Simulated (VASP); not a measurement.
**AlNi: single point with PBEsol**

AlNi:

```
Al Ni
1.0
     2.92824    0.00000    0.00000
     0.00000    2.92824    0.00000
     0.00000    0.00000    2.92824
Al Ni
1 1
Direct
  0.00000 0.00000 0.00000
  0.50000 0.50000 0.50000
```

```json
{"Program": "VASP 6.6.1", "Task": "single point", "Functional": "PBEsol", "Potentials or basis": "VASP PAW PBE potentials, release 64 (Al, Ni)", "Cutoff": "520 eV", "k mesh": "10 × 10 × 10", "Occupations": "fermi-dirac, width 0.05 eV", "Spin": "collinear spin, ferromagnetic start", "Starting moments": "[0.0, 1.5] μB", "Dipole correction": "no", "Further INCAR settings": "ALGO = Normal; EDIFF = 1e-07; NBANDS = 18"}
```

```
Pressure                                              : -10.2 GPa
Net moment                                            : 0.00 μB per cell
Valence electrons inside the program's atomic spheres : Al 0.77; Ni 9.40
```

Levels at points of the mesh, in eV from the Fermi level:
Spin up:
```
           k point  band 4  band 5  band 6  band 7  band 8  band 9
(0.00, 0.00, 0.00)   -1.46   -1.46   -1.46    5.28    5.28    5.28
(0.50, 0.00, 0.00)   -2.12   -2.12   -1.38   -0.63    8.22    9.74
(0.50, 0.50, 0.00)   -2.76   -1.95   -1.95   -0.97    1.36    2.25
(0.50, 0.50, 0.50)   -0.94   -0.94    2.01    2.01    2.01    3.29
```
Spin down:
```
           k point  band 4  band 5  band 6  band 7  band 8  band 9
(0.00, 0.00, 0.00)   -1.46   -1.46   -1.46    5.28    5.28    5.28
(0.50, 0.00, 0.00)   -2.12   -2.12   -1.38   -0.63    8.22    9.74
(0.50, 0.50, 0.00)   -2.76   -1.95   -1.95   -0.97    1.36    2.25
(0.50, 0.50, 0.50)   -0.94   -0.94    2.01    2.01    2.01    3.29
```

It took 16 s on 1 thread of Intel(R) Xeon(R) 6975P-C (Granite Rapids), on a shared host, peak memory 0.17 GiB.

Caveat: the starting moments collapsed, and a magnetic state may lie lower; the PAW data sets were made with another functional, which shifts forces and pressure a little.
